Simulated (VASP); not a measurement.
In4SbAs3: single point with PBE

In4SbAs3:

```
As Sb In
1.0
     4.38998    0.00000    0.00000
    -2.19499    3.80183    0.00000
     0.00000    0.00000   14.45606
As Sb In
3 1 4
Cartesian
  2.1950 1.2673 -0.1016
  2.1950 1.2673 7.3353
  0.0000 2.5346 10.8432
  0.0000 2.5346 3.5858
  2.1950 1.2673 11.6946
  2.1950 1.2673 4.6916
  0.0000 2.5346 8.1855
  0.0000 2.5346 0.7476
```

| Property | Result |
| --- | --- |
| Program | VASP 6.6.1 |
| Task | single point |
| Functional | PBE |
| Potentials or basis | VASP PAW PBE potentials, release 64 (As, Sb, In_d) |
| Cutoff | 520 eV |
| k mesh | 6 × 6 × 2 |
| Occupations | fermi-dirac, width 0.02 eV |
| Spin | no spin polarisation |

```json
{
  "Pressure": "1.8 GPa",
  "Largest force": "0.046 eV/Å",
  "Band gap on the k mesh": "zero (filled and empty bands touch)"
}
```

Forces in eV/Å, atoms in the order of the input:
```
As   0.000  0.000  0.021
As   0.000  0.000  0.016
As   0.000  0.000  0.017
Sb   0.000  0.000 -0.046
In   0.000  0.000 -0.017
In   0.000  0.000  0.009
In   0.000  0.000 -0.016
In   0.000  0.000  0.017
```

Levels at points of the mesh, in eV from the Fermi level:
```csv
k point,band 33,band 34,band 35,band 36,band 37,band 38,band 39,band 40
"(0.00, 0.00, 0.00)",-0.80,-0.80,-0.50,-0.01,-0.01,0.07,0.46,1.50
"(0.50, 0.00, 0.00)",-2.19,-2.05,-1.88,-1.17,0.84,0.93,1.16,1.58
"(0.00, 0.00, 0.50)",-0.71,-0.71,-0.04,-0.04,0.05,0.31,0.51,1.54
"(0.50, 0.00, 0.50)",-1.96,-1.81,-1.70,-1.26,0.81,0.87,1.10,1.42
```

It took 2.3 min on 1 thread of Intel(R) Xeon(R) Platinum 8488C (Sapphire Rapids) (shared host), peak memory 0.45 GiB.

Caveat: semilocal functionals underestimate gaps, and a narrow one can read as zero; spin-orbit coupling is left out, which moves the levels of the heavy elements.
